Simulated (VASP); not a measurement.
# Mn2Se (I4/mmm) in VASP: single point with PBE

Aim: the single point of Mn2Se with PBE.

Program: VASP 6.6.1. These are calculated values, not measurements. Logs are shortened: lines on timing, memory, paths and dates and some standing lists are left out, and cuts for length are marked.

### 1 The cell of the first run

It takes space group I4/mmm (No. 139, tetragonal). Conventional cell: a = 3.341 Å, b = 3.341 Å, c = 6.915 Å, α = 90.00°, β = 90.00°, γ = 90.00°. Within 3.0 Å of Mn (site symmetry 4mm) lie 5 Mn at 2.27 to 2.64 Å and 5 Se at 2.32 to 2.62 Å. Within 3.1 Å of Se (site symmetry 4/mmm) lie 10 Mn at 2.32 to 2.62 Å.

### 2 Single point, PBE

INCAR

```
SYSTEM = Mn2Se
ALGO     = Normal         ! electronic algorithm
EDIFF    = 1E-7           ! SCF threshold, eV
ENCUT    = 520            ! plane-wave cutoff, eV
GGA      = PE             ! functional
ISIF     = 2              ! what is computed and relaxed
ISMEAR   = 0              ! smearing method
LASPH    = .True.         ! aspherical terms in the spheres
LCHARG   = .False.        ! write CHGCAR
LREAL    = .False.        ! projectors in reciprocal space
LWAVE    = .False.        ! write WAVECAR
NBANDS   = 23             ! bands
NELM     = 80             ! most SCF steps
PREC     = Accurate       ! precision mode
SIGMA    = 0.1            ! smearing width, eV
```

KPOINTS

```
k-points
0
Gamma
  20 20 20
  0 0 0
```

POSCAR

```
Mn2Se
1.0
   -1.6702859234      1.6702859234      3.4572832831
    1.6702859234     -1.6702859234      3.4572832831
    1.6702859234      1.6702859234     -3.4572832831
Mn Se
2 1
Direct
    0.6640443061      0.6640443061      0.0000000000
    0.3359556939      0.3359556939      0.0000000000
    0.0000000000      0.0000000000      0.0000000000
```

Potentials or basis: VASP PAW PBE potentials, release 64 (Mn_pv, Se).

On the command line:

```sh
$ cat potpaw_PBE.64/Mn_pv/POTCAR potpaw_PBE.64/Se/POTCAR > POTCAR
$ mpirun -np 1 vasp_std > vasp.out
```

OUTCAR:

```text
SYSTEM = Mn2Se
   EDIFF = 1E-7
   ENCUT = 520
   GGA = PE
   ISIF = 2
   ISMEAR = 0
   LASPH = .True.
   LREAL = .False.
   NELM = 80
   PREC = Accurate

 ion  position               nearest neighbor table
   1  0.664  0.664  0.000-   2 2.27   3 2.32   3 2.62   3 2.62   3 2.62   3 2.62   2 2.64   2 2.64
                             2 2.64   2 2.64
   2  0.336  0.336  0.000-   1 2.27   3 2.32   3 2.62   3 2.62   3 2.62   3 2.62   1 2.64   1 2.64
                             1 2.64   1 2.64
   3  0.000  0.000  0.000-   1 2.32   2 2.32   1 2.62   2 2.62   1 2.62   1 2.62   1 2.62   2 2.62
                             2 2.62   2 2.62

  LATTYP: Found a body centered tetragonal cell.
 ALAT       =     3.3405718468
 C/A-ratio  =     2.0698751242

  Lattice vectors:

 A1 = (  -1.6702859234,   1.6702859234,   3.4572832831)
 A2 = (   1.6702859234,  -1.6702859234,   3.4572832831)
 A3 = (   1.6702859234,   1.6702859234,  -3.4572832831)

Analysis of symmetry for initial positions (statically):
=====================================================================
 Subroutine PRICEL returns:
 Original cell was already a primitive cell.

 Routine SETGRP: Setting up the symmetry group for a
 body centered tetragonal supercell.

 Subroutine GETGRP returns: Found 16 space group operations
 (whereof 16 operations were pure point group operations)
 out of a pool of 16 trial point group operations.

The static configuration has the point symmetry D_4h.

Analysis of symmetry for dynamics (positions and initial velocities):
=====================================================================
 Subroutine PRICEL returns:
 Original cell was already a primitive cell.

 Routine SETGRP: Setting up the symmetry group for a
 body centered tetragonal supercell.

 Subroutine GETGRP returns: Found 16 space group operations
 (whereof 16 operations were pure point group operations)
 out of a pool of 16 trial point group operations.

The dynamic configuration has the point symmetry D_4h.

 Subroutine INISYM returns: Found 16 space group operations
 (whereof 16 operations are pure point group operations),
 and found     1 'primitive' translations

----------------------------------------------------------------------------------------

                                     Primitive cell

  volume of cell :      38.5813

  direct lattice vectors                    reciprocal lattice vectors
    -1.670285923  1.670285923  3.457283283     0.000000000  0.299349945  0.144622225
     1.670285923 -1.670285923  3.457283283     0.299349945  0.000000000  0.144622225
     1.670285923  1.670285923 -3.457283283     0.299349945  0.299349945  0.000000000

  length of vectors
     4.187184953  4.187184953  4.187184953     0.332454475  0.332454475  0.423344753

  position of ions in fractional coordinates (direct lattice)
     0.664044306  0.664044306  0.000000000
     0.335955694  0.335955694  0.000000000
     0.000000000  0.000000000  0.000000000

  ion indices of the primitive-cell ions
   primitive index   ion index
                 1           1
                 2           2
                 3           3

----------------------------------------------------------------------------------------

 KPOINTS: k-points

Automatic generation of k-mesh.
 Grid dimensions read from file:
 generate k-points for:   20   20   20

 Generating k-lattice:

  Cartesian coordinates                     Fractional coordinates (reciprocal lattice)
     0.000000000  0.014967497  0.007231111     0.050000000 -0.000000000  0.000000000
     0.014967497  0.000000000  0.007231111    -0.000000000  0.050000000  0.000000000
     0.014967497  0.014967497  0.000000000     0.000000000  0.000000000  0.050000000

  Length of vectors
     0.016622724  0.016622724  0.021167238

  Shift w.r.t. Gamma in fractional coordinates (k-lattice)
     0.000000000  0.000000000  0.000000000

 Subroutine IBZKPT returns following result:
 ===========================================

 Found    641 irreducible k-points:

 Following reciprocal coordinates:
            Coordinates               Weight
  0.000000  0.000000  0.000000      1.000000
  0.050000  0.000000 -0.000000      8.000000
  0.100000  0.000000  0.000000      8.000000
  0.150000  0.000000 -0.000000      8.000000
  0.200000  0.000000  0.000000      8.000000
  0.250000  0.000000 -0.000000      8.000000
[... 16 lines left out ...]
 -0.400000  0.050000  0.000000     16.000000
 -0.350000  0.050000  0.000000     16.000000
 [... further k-points ...]
   k-points           NKPTS =    641   k-points in BZ     NKDIM =    641   number of bands    NBANDS=     23
   number of dos      NEDOS =    301   number of ions     NIONS =      3
   total plane-waves  NPLWV =  32768
   dimension x,y,z NGX =    32 NGY =   32 NGZ =   32
   dimension x,y,z NGXF=    64 NGYF=   64 NGZF=   64
   ions per type =               2   1
   NGX,Y,Z   is equivalent  to a cutoff of  12.71, 12.71, 12.71 a.u.
   NGXF,Y,Z  is equivalent  to a cutoff of  25.41, 25.41, 25.41 a.u.
 SYSTEM =  Mn2Se
   PREC   = accura    normal or accurate (medium, high low for compatibility)
   ISTART =      0    job   : 0-new  1-cont  2-samecut
   ICHARG =      2    charge: 1-file 2-atom 10-const
   ISPIN  =      1    spin polarized calculation?
   LNONCOLLINEAR =      F non collinear calculations
   LSORBIT =      F    spin-orbit coupling
   LASPH  =      T    aspherical Exc in radial PAW
   ENCUT  =  520.0 eV  38.22 Ry    6.18 a.u.   7.79  7.79  7.79*2*pi/ulx,y,z
   NELM   =     80;   NELMIN=  2; NELMDL= -5     # of ELM steps
   EDIFF  = 0.1E-06   stopping-criterion for ELM
   LREAL  =      F    real-space projection
   EDIFFG = 0.1E-05   stopping-criterion for IOM
   NSW    =      0    number of steps for IOM
   IBRION =     -1    ionic relax: 0-MD 1-quasi-New 2-CG
   NFREE  =      0    steps in history (QN), initial steepest desc. (CG)
   ISIF   =      2    stress and relaxation
   ISYM   =      2    0-nonsym 1-usesym 2-fastsym
   POTIM  = 0.5000    time-step for ionic-motion
   TEBEG  =    0.0;   TEEND  =   0.0 temperature during run
   PSTRESS=    0.0 pullay stress
   NELECT =      32.0000    total number of electrons
   NUPDOWN=      -1.0000    fix difference up-down
   EMIN   =  10.00;   EMAX   =-10.00  energy-range for DOS
   EFERMI =   0.00;   METHOD = LEGACY
   ISMEAR =     0;   SIGMA  =   0.10  broadening in eV -4-tet -1-fermi 0-gaus
   EFERMI_NEDOS =   21; number of points for ismear=-14 and -15
   IALGO  =     38    algorithm
   IMIX   =      4    mixing-type and parameters
     AMIX     =   0.40;   BMIX     =  1.00
     AMIX_MAG =   1.60;   BMIX_MAG =  1.00
  volume/ion in A,a.u.               =      12.86        86.79
  Fermi-wavevector in a.u.,A,eV,Ry     =   1.538152  2.906686 32.190187  2.365912
  Thomas-Fermi vector in A             =   2.644561
   LORBIT       =      0    0 simple, 1 ext, 2 COOP (PROOUT), +10 PAW based schemes
   GGA     = PE    functional components
   LHFCALC =     F    Hartree Fock is set to
   AEXX    =    0.0000 exact exchange contribution
   IVDW    =     0    specifies the selected vdW correction
   LEPSILON=     F    determine dielectric tensor
   LRPA    =     F    only Hartree local field effects (RPA)
 non-spin polarized calculation
 Gauss-broadening in eV      SIGMA  =   0.10
  energy-cutoff  :      520.00
  volume of cell :       38.58
 maximum number of plane-waves:      1052
   NGX = 15   NGY = 15   NGZ = 15

 number of electron      31.9999983 magnetization

 Free energy of the ion-electron system (eV)
  ---------------------------------------------------
  ext. energy  EPLUGINS =         0.00000000
  ---------------------------------------------------
  free energy    TOTEN  =       -20.12801355 eV

  energy without entropy =      -20.09152894  energy(sigma->0) =      -20.10977124

 E-fermi :   9.9310     XC(G=0): -12.8250

 val. band max:        9.9309889733   @ k =  -0.2000   0.1000   0.0000
 cond. band min:       9.9314926901   @ k =  -0.4000   0.1500   0.0500
 fundamental gap:      0.0005037169
 Fermi energy:         9.9310335904

 k-point     1 :       0.0000    0.0000    0.0000
  band No.  band energies     occupation
      1     -38.4209      2.00000
      2     -37.9978      2.00000
      3     -37.9978      2.00000
      4     -37.9245      2.00000
      5     -37.9035      2.00000
      6     -37.9035      2.00000
[... 15 lines left out ...]
     22      14.0953      0.00000
     23      16.9955      0.00000

 k-point     2 :       0.0500    0.0000   -0.0000
  band No.  band energies     occupation
      1     -38.4206      2.00000
      2     -37.9994      2.00000
      3     -37.9974      2.00000
      4     -37.9235      2.00000
      5     -37.9042      2.00000
      6     -37.9039      2.00000
[... 15 lines left out ...]
     22      14.4187      0.00000
     23      17.0514      0.00000

 k-point     3 :       0.1000    0.0000    0.0000
  band No.  band energies     occupation
      1     -38.4196      2.00000
      2     -38.0040      2.00000
      3     -37.9961      2.00000
      4     -37.9207      2.00000
      5     -37.9060      2.00000
      6     -37.9049      2.00000
[... 15 lines left out ...]
     22      15.0096      0.00000
     23      16.8974      0.00000
[... 495 lines left out ...]
 k-point    23 :      -0.4000    0.0500    0.0000
  band No.  band energies     occupation
      1     -38.4094      2.00000
      2     -38.0423      2.00000
      3     -37.9796      2.00000
      4     -37.9326      2.00000
      5     -37.9203      2.00000
      6     -37.8953      2.00000
[... 15 lines left out ...]
     22      16.5577      0.00000
     23      17.6293      0.00000

 k-point    24 :      -0.3500    0.0500    0.0000
  band No.  band energies     occupation
      1     -38.4112      2.00000
      2     -38.0365      2.00000
      3     -37.9807      2.00000
      4     -37.9328      2.00000
      5     -37.9170      2.00000
      6     -37.8974      2.00000
[... 15 lines left out ...]
     22      16.3496      0.00000
     23      17.3783      0.00000

 [... further k-points ...]

------------------------ aborting loop because EDIFF is reached ----------------------------------------

  FORCE on cell =-STRESS in cart. coord.  units (eV):
  Direction    XX          YY          ZZ          XY          YZ          ZX
  --------------------------------------------------------------------------------------
  -------------------------------------------------------------------------------------
  Total        0.0260263      0.0260263      0.1341738      0.0000000      0.0000000      0.0000000
  in kB        1.0808043      1.0808043      5.5718796      0.0000000      0.0000000      0.0000000
  external PRESSURE =       2.5778294 kB  Pullay stress =       0.0000000 kB

 VOLUME and BASIS-vectors are now :
 -----------------------------------------------------------------------------
  energy-cutoff  :      520.00
  volume of cell :       38.58
      direct lattice vectors                 reciprocal lattice vectors
    -1.670285923  1.670285923  3.457283283     0.000000000  0.299349945  0.144622225
     1.670285923 -1.670285923  3.457283283     0.299349945  0.000000000  0.144622225
     1.670285923  1.670285923 -3.457283283     0.299349945  0.299349945  0.000000000

 POSITION                                       TOTAL-FORCE (eV/Angst)
 -----------------------------------------------------------------------------------
      0.00000      0.00000      4.59158         0.000000      0.000000      0.007857
      0.00000      0.00000      2.32299        -0.000000     -0.000000     -0.007857
      0.00000      0.00000      0.00000         0.000000      0.000000      0.000000
 -----------------------------------------------------------------------------------
    total drift:                                0.000000     -0.000000      0.000000

  FREE ENERGIE OF THE ION-ELECTRON SYSTEM (eV)
  ---------------------------------------------------
  free  energy   TOTEN  =       -20.1280135515 eV

  energy  without entropy=      -20.0915289368  energy(sigma->0) =      -20.10977124
```

Run time: 4.9 min. Hardware: 1 thread of Intel Xeon Platinum 8488C (Sapphire Rapids), shared host; peak memory 0.59 GiB.

Results:

* Free energy: -20.1280 eV
* Pressure: 0.3 GPa
* Largest force: 0.008 eV/Å
* Band gap on the k mesh: zero (bands 16 and 17 overlap by 0.57 eV)

Forces on the atoms (eV/Å):
```
Mn   0.000  0.000  0.008
Mn   0.000  0.000 -0.008
Se   0.000  0.000  0.000
```

Caveat: the run has no spin polarisation, though such a crystal can be magnetic. Spin polarisation is off, so any magnetic state and its effect on volume and gap are missing.
